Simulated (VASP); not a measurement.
# Al3H (P6/mmm) in VASP: notebook

Runs on Al3H. Level: PBE. Tasks: single point.

All numbers are computed with VASP 6.6.1; they aren't measurements. Logs are shortened: lines on timing, memory, paths and dates and some standing lists are left out, and cuts for length are marked.

## Step 1: The cell of the first run

It takes space group P6/mmm (No. 191, hexagonal). The conventional cell has a = 4.552 Å, b = 4.552 Å, c = 3.663 Å, α = 90.00°, β = 90.00°, γ = 120.00°. Al (site symmetry mmm) has 4 Al at 2.28 Å and 4 H at 2.92 Å within 3.0 Å. Within 3.8 Å of H (site symmetry 6/mmm) lie 12 Al at 2.92 Å and 2 H at 3.66 Å.

The cell was generated, and may not be a known phase.

## Step 2: Single point, PBE

Input file INCAR:

```
SYSTEM = Al3H
  ALGO = Normal
  EDIFF = 1E-7
  ENCUT = 520
  GGA = PE
  ISIF = 2
  ISMEAR = 0
  LASPH = .TRUE.
  LCHARG = .FALSE.
  LREAL = .FALSE.
  LWAVE = .FALSE.
  NBANDS = 13
  NELM = 100
  PREC = Accurate
  SIGMA = 0.1
```

Input file KPOINTS:

```
k-points
0
G
  6 6 6
  0 0 0
```

Input file POSCAR:

```
Al3H
1.0
    4.5520863200      0.0000000000      0.0000000000
   -2.2760431600      3.9422223900      0.0000000000
    0.0000000000      0.0000000000      3.6630655400
Al H
3 1
Direct
    0.5000000000      0.0000000000      0.5000000000
    0.0000000000      0.5000000000      0.5000000000
    0.5000000000      0.5000000000      0.5000000000
    0.0000000000      0.0000000000      0.0000000000
```

Potentials or basis: VASP PAW PBE potentials, release 64 (Al, H).

The run is started by

```bash
$ cat potpaw_PBE.64/Al/POTCAR potpaw_PBE.64/H/POTCAR > POTCAR
$ mpirun -np 1 vasp_std > vasp.out
```

OUTCAR:

```text
SYSTEM = Al3H
   EDIFF = 1E-7
   ENCUT = 520
   GGA = PE
   ISIF = 2
   ISMEAR = 0
   LASPH = .TRUE.
   LREAL = .FALSE.
   NELM = 100
   PREC = Accurate

 ion  position               nearest neighbor table
   1  0.500  0.000  0.500-   2 2.28   3 2.28   3 2.28   2 2.28
   2  0.000  0.500  0.500-   1 2.28   1 2.28   3 2.28   3 2.28
   3  0.500  0.500  0.500-   1 2.28   1 2.28   2 2.28   2 2.28
   4  0.000  0.000  0.000-

  LATTYP: Found a hexagonal cell.
 ALAT       =     4.5520863200
 C/A-ratio  =     0.8047003687

  Lattice vectors:

 A1 = (   4.5520863200,   0.0000000000,   0.0000000000)
 A2 = (  -2.2760431600,   3.9422223900,   0.0000000000)
 A3 = (   0.0000000000,   0.0000000000,   3.6630655400)

Analysis of symmetry for initial positions (statically):
=====================================================================
 Subroutine PRICEL returns:
 Original cell was already a primitive cell.

 Routine SETGRP: Setting up the symmetry group for a
 hexagonal supercell.

 Subroutine GETGRP returns: Found 24 space group operations
 (whereof 24 operations were pure point group operations)
 out of a pool of 24 trial point group operations.

The static configuration has the point symmetry D_6h.

Analysis of symmetry for dynamics (positions and initial velocities):
=====================================================================
 Subroutine PRICEL returns:
 Original cell was already a primitive cell.

 Routine SETGRP: Setting up the symmetry group for a
 hexagonal supercell.

 Subroutine GETGRP returns: Found 24 space group operations
 (whereof 24 operations were pure point group operations)
 out of a pool of 24 trial point group operations.

The dynamic configuration has the point symmetry D_6h.

 Subroutine INISYM returns: Found 24 space group operations
 (whereof 24 operations are pure point group operations),
 and found     1 'primitive' translations

----------------------------------------------------------------------------------------

                                     Primitive cell

  volume of cell :      65.7349

  direct lattice vectors                    reciprocal lattice vectors
     4.552086320  0.000000000  0.000000000     0.219679490  0.126832013  0.000000000
    -2.276043160  3.942222390  0.000000000     0.000000000  0.253664025  0.000000000
     0.000000000  0.000000000  3.663065540     0.000000000  0.000000000  0.272995388

  length of vectors
     4.552086320  4.552086317  3.663065540     0.253664025  0.253664025  0.272995388

  position of ions in fractional coordinates (direct lattice)
     0.500000000  0.000000000  0.500000000
     0.000000000  0.500000000  0.500000000
     0.500000000  0.500000000  0.500000000
     0.000000000  0.000000000  0.000000000

  ion indices of the primitive-cell ions
   primitive index   ion index
                 1           1
                 2           2
                 3           3
                 4           4

----------------------------------------------------------------------------------------

 KPOINTS: k-points

Automatic generation of k-mesh.
 Grid dimensions read from file:
 generate k-points for:    6    6    6

 Generating k-lattice:

  Cartesian coordinates                     Fractional coordinates (reciprocal lattice)
     0.036613248  0.021138669  0.000000000     0.166666667  0.000000000  0.000000000
     0.000000000  0.042277338  0.000000000     0.000000000  0.166666667  0.000000000
     0.000000000  0.000000000  0.045499231     0.000000000  0.000000000  0.166666667

  Length of vectors
     0.042277338  0.042277338  0.045499231

  Shift w.r.t. Gamma in fractional coordinates (k-lattice)
     0.000000000  0.000000000  0.000000000

 Subroutine IBZKPT returns following result:
 ===========================================

 Found     28 irreducible k-points:

 Following reciprocal coordinates:
            Coordinates               Weight
  0.000000  0.000000  0.000000      1.000000
  0.166667  0.000000  0.000000      6.000000
  0.333333  0.000000  0.000000      6.000000
  0.500000 -0.000000  0.000000      3.000000
  0.166667  0.166667  0.000000      6.000000
  0.333333  0.166667  0.000000     12.000000
[... 16 lines left out ...]
  0.166667  0.000000  0.500000      6.000000
  0.333333  0.000000  0.500000      6.000000
 [... further k-points ...]
   k-points           NKPTS =     28   k-points in BZ     NKDIM =     28   number of bands    NBANDS=     13
   number of dos      NEDOS =    301   number of ions     NIONS =      4
   total plane-waves  NPLWV =  36288
   dimension x,y,z NGX =    36 NGY =   36 NGZ =   28
   dimension x,y,z NGXF=    72 NGYF=   72 NGZF=   56
   ions per type =               3   1
   NGX,Y,Z   is equivalent  to a cutoff of  13.15, 13.15, 12.71 a.u.
   NGXF,Y,Z  is equivalent  to a cutoff of  26.29, 26.29, 25.42 a.u.
 SYSTEM =  Al3H
   PREC   = accura    normal or accurate (medium, high low for compatibility)
   ISTART =      0    job   : 0-new  1-cont  2-samecut
   ICHARG =      2    charge: 1-file 2-atom 10-const
   ISPIN  =      1    spin polarized calculation?
   LNONCOLLINEAR =      F non collinear calculations
   LSORBIT =      F    spin-orbit coupling
   LASPH  =      T    aspherical Exc in radial PAW
   ENCUT  =  520.0 eV  38.22 Ry    6.18 a.u.   8.46  8.46  6.81*2*pi/ulx,y,z
   NELM   =    100;   NELMIN=  2; NELMDL= -5     # of ELM steps
   EDIFF  = 0.1E-06   stopping-criterion for ELM
   LREAL  =      F    real-space projection
   EDIFFG = 0.1E-05   stopping-criterion for IOM
   NSW    =      0    number of steps for IOM
   IBRION =     -1    ionic relax: 0-MD 1-quasi-New 2-CG
   NFREE  =      0    steps in history (QN), initial steepest desc. (CG)
   ISIF   =      2    stress and relaxation
   ISYM   =      2    0-nonsym 1-usesym 2-fastsym
   POTIM  = 0.5000    time-step for ionic-motion
   TEBEG  =    0.0;   TEEND  =   0.0 temperature during run
   PSTRESS=    0.0 pullay stress
   NELECT =      10.0000    total number of electrons
   NUPDOWN=      -1.0000    fix difference up-down
   EMIN   =  10.00;   EMAX   =-10.00  energy-range for DOS
   EFERMI =   0.00;   METHOD = LEGACY
   ISMEAR =     0;   SIGMA  =   0.10  broadening in eV -4-tet -1-fermi 0-gaus
   EFERMI_NEDOS =   21; number of points for ismear=-14 and -15
   IALGO  =     38    algorithm
   IMIX   =      4    mixing-type and parameters
     AMIX     =   0.40;   BMIX     =  1.00
     AMIX_MAG =   1.60;   BMIX_MAG =  1.00
  volume/ion in A,a.u.               =      16.43       110.90
  Fermi-wavevector in a.u.,A,eV,Ry     =   0.873929  1.651486 10.391471  0.763752
  Thomas-Fermi vector in A             =   1.993388
   LORBIT       =      0    0 simple, 1 ext, 2 COOP (PROOUT), +10 PAW based schemes
   GGA     = PE    functional components
   LHFCALC =     F    Hartree Fock is set to
   AEXX    =    0.0000 exact exchange contribution
   IVDW    =     0    specifies the selected vdW correction
   LEPSILON=     F    determine dielectric tensor
   LRPA    =     F    only Hartree local field effects (RPA)
 non-spin polarized calculation
 Gauss-broadening in eV      SIGMA  =   0.10
  energy-cutoff  :      520.00
  volume of cell :       65.73
 maximum number of plane-waves:      1795
 NGX is ok and might be reduce to    36

 number of electron      10.0000000 magnetization

 Free energy of the ion-electron system (eV)
  ---------------------------------------------------
  ext. energy  EPLUGINS =         0.00000000
  ---------------------------------------------------
  free energy    TOTEN  =        -8.61222997 eV

  energy without entropy =       -8.60461521  energy(sigma->0) =       -8.60842259

 E-fermi :   4.9801     XC(G=0):  -9.1884

 val. band max:        4.8945178038   @ k =   0.3333   0.1667   0.1667
 cond. band min:       4.9833151078   @ k =   0.0000   0.0000   0.0000
 fundamental gap:      0.0887973040
 Fermi energy:         4.9801363386

 k-point     1 :       0.0000    0.0000    0.0000
  band No.  band energies     occupation
      1      -5.1297      2.00000
      2       1.3455      2.00000
      3       3.2902      2.00000
      4       4.5135      2.00000
      5       4.5135      2.00000
      6       4.9833      0.96414
      7       4.9833      0.96414
      8       5.5589      0.00000
      9       8.2372      0.00000
     10      12.0376      0.00000
     11      12.0901      0.00000
     12      13.9492      0.00000
     13      13.9492      0.00000

 k-point     2 :       0.1667    0.0000    0.0000
  band No.  band energies     occupation
      1      -4.8809      2.00000
      2       0.5235      2.00000
      3       2.2192      2.00000
      4       3.5201      2.00000
      5       4.8623      1.90444
      6       5.7755      0.00000
      7       6.3983      0.00000
      8       6.8047      0.00000
      9       8.8316      0.00000
     10      10.8898      0.00000
     11      11.6271      0.00000
     12      13.2219      0.00000
     13      13.7485      0.00000

 k-point     3 :       0.3333    0.0000    0.0000
  band No.  band energies     occupation
      1      -4.1542      2.00000
      2      -1.1695      2.00000
      3       1.4037      2.00000
      4       2.7897      2.00000
      5       6.0506      0.00000
      6       6.4021      0.00000
      7       8.3078      0.00000
      8       8.4739      0.00000
      9       9.2057      0.00000
     10       9.5833      0.00000
     11      12.1336      0.00000
     12      12.5641      0.00000
     13      12.7968      0.00000

 k-point     4 :       0.5000   -0.0000    0.0000
  band No.  band energies     occupation
      1      -3.2949      2.00000
      2      -2.4255      2.00000
      3       1.1607      2.00000
      4       2.5428      2.00000
      5       6.8316      0.00000
      6       7.0783      0.00000
      7       8.1462      0.00000
      8       8.6186      0.00000
      9       9.6653      0.00000
     10      10.5074      0.00000
     11      10.7737      0.00000
     12      12.3316      0.00000
     13      12.3386      0.00000

 k-point     5 :       0.1667    0.1667    0.0000
  band No.  band energies     occupation
      1      -4.3912      2.00000
      2      -0.4960      2.00000
      3       0.8228      2.00000
      4       4.2680      2.00000
      5       4.8195      1.97690
      6       6.2000      0.00000
      7       7.3599      0.00000
      8       8.7002      0.00000
      9       9.5626      0.00000
     10       9.7485      0.00000
     11      11.6765      0.00000
     12      11.8168      0.00000
     13      13.2058      0.00000
[... 257 lines left out ...]
 k-point    22 :       0.0000    0.0000    0.5000
  band No.  band energies     occupation
      1      -3.8553      2.00000
      2      -0.3422      2.00000
      3       1.9583      2.00000
      4       5.4606      0.00000
      5       5.4606      0.00000
      6       5.9213      0.00000
      7       6.4895      0.00000
      8       6.4895      0.00000
      9       8.1248      0.00000
     10       8.4510      0.00000
     11       9.1113      0.00000
     12       9.1113      0.00000
     13      10.2402      0.00000

 k-point    23 :       0.1667    0.0000    0.5000
  band No.  band energies     occupation
      1      -3.6192      2.00000
      2      -0.0997      2.00000
      3       1.3225      2.00000
      4       4.2523      2.00000
      5       4.7096      1.99987
      6       5.2211      0.00065
      7       6.7752      0.00000
      8       7.6092      0.00000
      9       7.6202      0.00000
     10       8.3043      0.00000
     11       9.6532      0.00000
     12      10.2421      0.00000
     13      11.5534      0.00000

 k-point    24 :       0.3333    0.0000    0.5000
  band No.  band energies     occupation
      1      -2.9444      2.00000
      2      -0.0650      2.00000
      3       0.6149      2.00000
      4       3.3492      2.00000
      5       3.5560      2.00000
      6       4.0293      2.00000
      7       5.8393      0.00000
      8       7.5887      0.00000
      9       9.1451      0.00000
     10       9.3057      0.00000
     11      11.9002      0.00000
     12      12.7071      0.00000
     13      13.7856      0.00000

 [... further k-points ...]
[... 5 lines left out ...]
  --------------------------------------------------------------------------------------
  -------------------------------------------------------------------------------------
  Total       15.9381774     15.9381774     -4.2762074      0.0000000     -0.0000000      0.0000000
  in kB      388.4659345    388.4659339   -104.2252736      0.0000000     -0.0000000      0.0000000
  external PRESSURE =     224.2355316 kB  Pullay stress =       0.0000000 kB

 VOLUME and BASIS-vectors are now :
 -----------------------------------------------------------------------------
  energy-cutoff  :      520.00
  volume of cell :       65.73
      direct lattice vectors                 reciprocal lattice vectors
     4.552086320  0.000000000  0.000000000     0.219679490  0.126832013  0.000000000
    -2.276043160  3.942222390  0.000000000     0.000000000  0.253664025  0.000000000
     0.000000000  0.000000000  3.663065540     0.000000000  0.000000000  0.272995388

 POSITION                                       TOTAL-FORCE (eV/Angst)
 -----------------------------------------------------------------------------------
      2.27604      0.00000      1.83153         0.000000      0.000000      0.000000
     -1.13802      1.97111      1.83153        -0.000000      0.000000      0.000000
      1.13802      1.97111      1.83153         0.000000      0.000000      0.000000
      0.00000      0.00000      0.00000         0.000000      0.000000      0.000000
 -----------------------------------------------------------------------------------
    total drift:                                0.000000      0.000000      0.000000

  FREE ENERGIE OF THE ION-ELECTRON SYSTEM (eV)
  ---------------------------------------------------
  free  energy   TOTEN  =        -8.6122299693 eV

  energy  without entropy=       -8.6046152094  energy(sigma->0) =       -8.60842259
```

It took 9.7 s on 1 thread of Intel Xeon 6975P-C (Granite Rapids), shared host; peak memory 0.17 GiB.

What came out:

- Free energy: -8.6122 eV
- Pressure: 22.4 GPa
- Band gap on the k mesh: zero (bands 5 and 6 overlap by 3.82 eV)

Stress tensor (GPa, compression positive):
```
 38.85   0.00   0.00
  0.00  38.85   0.00
  0.00   0.00 -10.42
```

Caveat: the stress differs along the axes, from -10 to 39 GPa.

## Step 3: Single point, PBE

This run uses another cell than the first one, of 16.85 Å³/atom.

Input file INCAR:

```
SYSTEM = Al3H
  PREC = Accurate
  ENCUT = 520
  EDIFF = 1E-6
  ISMEAR = 0
  SIGMA = 0.1
  LREAL = .FALSE.
  LASPH = .TRUE.
  NELM = 60
  ALGO = Normal
  ISIF = 2
  LWAVE = .FALSE.
  LCHARG = .FALSE.
  GGA = PE
  NBANDS = 13
```

Input file KPOINTS:

```
Automatic mesh
0
G
  6 6 6
  0 0 0
```

Input file POSCAR:

```
Al3H
1.0
    5.2905467242      0.0000000000      0.0000000000
   -2.6452733621      4.5817478631      0.0000000000
    0.0000000000      0.0000000000      2.7803706467
Al H
3 1
Direct
    0.5000000000      0.0000000000      0.5000000000
    0.0000000000      0.5000000000      0.5000000000
    0.5000000000      0.5000000000      0.5000000000
    0.0000000000      0.0000000000      0.0000000000
```

Potentials or basis: VASP PAW PBE potentials, release 64 (Al, H).

The run is started by

```bash
$ cat potpaw_PBE.64/Al/POTCAR potpaw_PBE.64/H/POTCAR > POTCAR
$ mpirun -np 1 vasp_std > vasp.out
```

Run time: 9.3 s. Hardware: 1 thread of Intel Xeon 6975P-C (Granite Rapids), shared host; peak memory 0.18 GiB.

Results (log left out):

| Item | Value |
| --- | --- |
| Free energy | -11.6287 eV |
| Pressure | 0.0 GPa |
| Band gap on the k mesh | zero (bands 5 and 6 overlap by 3.05 eV) |

Levels at points of the mesh, in eV from the Fermi level:
```tsv
k point	band 3	band 4	band 5	band 6	band 7	band 8
(0.00, 0.00, 0.00)	-2.97	-2.97	-2.27	-1.65	-1.65	7.75
(0.50, 0.00, 0.00)	-4.25	-4.08	1.12	2.19	2.20	3.18
(0.00, 0.00, 0.50)	-1.03	0.40	1.17	1.17	1.79	1.79
(0.50, 0.00, 0.50)	-3.03	-2.77	-0.15	0.23	0.29	0.53
```

Caveat: the k points lie up to 0.38 Å⁻¹ apart, too coarse for converged energies and pressures of a metal.

## Step 4: Single point, PBE

This run uses another cell than the first one: it holds 8 atoms, not 4.

Input file INCAR:

```
PREC     = Accurate       # precision mode
ENCUT    = 520            # plane-wave cutoff, eV
EDIFF    = 1E-7           # SCF threshold, eV
ISMEAR   = 0              # smearing method
SIGMA    = 0.2            # smearing width, eV
LREAL    = False          # projectors in reciprocal space
LASPH    = True           # aspherical terms in the spheres
NELM     = 100            # most SCF steps
ALGO     = Normal         # electronic algorithm
ISIF     = 2              # what is computed and relaxed
LWAVE    = False          # write WAVECAR
LCHARG   = False          # write CHGCAR
GGA      = PE             # functional
NBANDS   = 20             # bands
```

Input file KPOINTS:

```
regular mesh
0
Gamma
  4 6 6
```

Input file POSCAR:

```
Al3H
1.0
    0.0000000000      0.0000000000      5.3616831306
    5.3825838953      0.0000000000      0.0000000000
   -2.6912919476      4.6614543913      0.0000000000
Al H
6 2
Direct
    0.2500000000      0.5000000000      0.0000000000
    0.7500000000      0.5000000000      0.0000000000
    0.2500000000      1.0000000000      0.5000000000
    0.7500000000      1.0000000000      0.5000000000
    0.2500000000      0.5000000000      0.5000000000
    0.7500000000      0.5000000000      0.5000000000
    0.5000000000      0.0000000000      0.0000000000
    0.0000000000      1.0000000000      0.0000000000
```

The run is started by

```bash
$ cat potpaw_PBE.64/Al/POTCAR potpaw_PBE.64/H/POTCAR > POTCAR
$ mpirun -np 1 vasp_std > vasp.out
```

Wall time 25 s (1 thread of Intel Xeon 6975P-C (Granite Rapids), shared host); peak memory 0.24 GiB.

Results (log left out):

| Quantity | Value |
| --- | --- |
| Free energy | -23.5665 eV |
| Pressure | 0.0 GPa |
| Band gap on the k mesh | zero (bands 10 and 11 overlap by 2.31 eV) |

Stress tensor (GPa, compression positive):
```
-0.32  0.00  0.00
 0.00 -0.32  0.00
 0.00  0.00  0.63
```

Levels at points of the mesh, in eV from the Fermi level:
| k point | band 7 | band 8 | band 9 | band 10 | band 11 | band 12 | band 13 | band 14 |
| --- | --- | --- | --- | --- | --- | --- | --- | --- |
| (0.00, 0.00, 0.00) | -2.43 | -1.86 | -1.86 | -0.71 | 0.43 | 0.81 | 0.81 | 2.04 |
| (0.50, 0.00, 0.00) | -2.18 | -2.18 | -1.47 | -1.47 | -0.68 | -0.68 | -0.68 | -0.68 |
| (0.00, 0.50, 0.00) | -2.96 | -2.70 | -0.15 | 0.28 | 0.56 | 0.57 | 0.73 | 1.81 |
| (0.50, 0.50, 0.00) | -3.16 | -3.16 | 1.47 | 1.47 | 2.03 | 2.03 | 2.85 | 2.85 |

## Step 5: Overview

```tsv
cell	k mesh	smearing	gap on the mesh (eV)	pressure (GPa)
a = 4.552, b = 4.552, c = 3.663 Å, angles 90.0, 90.0, 120.0°, 4 atoms, atomic positions A	6 × 6 × 6	gaussian 0.1 eV	none	22.4
a = 5.291, b = 5.291, c = 2.780 Å, angles 90.0, 90.0, 120.0°, 4 atoms, atomic positions A	6 × 6 × 6	gaussian 0.1 eV	none	0.0
a = 5.362, b = 5.383, c = 5.383 Å, angles 120.0, 90.0, 90.0°, 8 atoms, atomic positions B	4 × 6 × 6	gaussian 0.2 eV	none	0.0
```

Alike in all rows: task single point; level PBE; potentials or basis VASP PAW PBE potentials, release 64 (Al, H); no spin polarisation; cutoff (eV) 520.

Caveats: some runs use coarse meshes; the stress differs along the axes, from -10 to 39 GPa (at least some runs).

Absolute energies hang on the potentials; compare differences alone.

The gap in the log of VASP goes by the Fermi energy; the results here count the filled bands.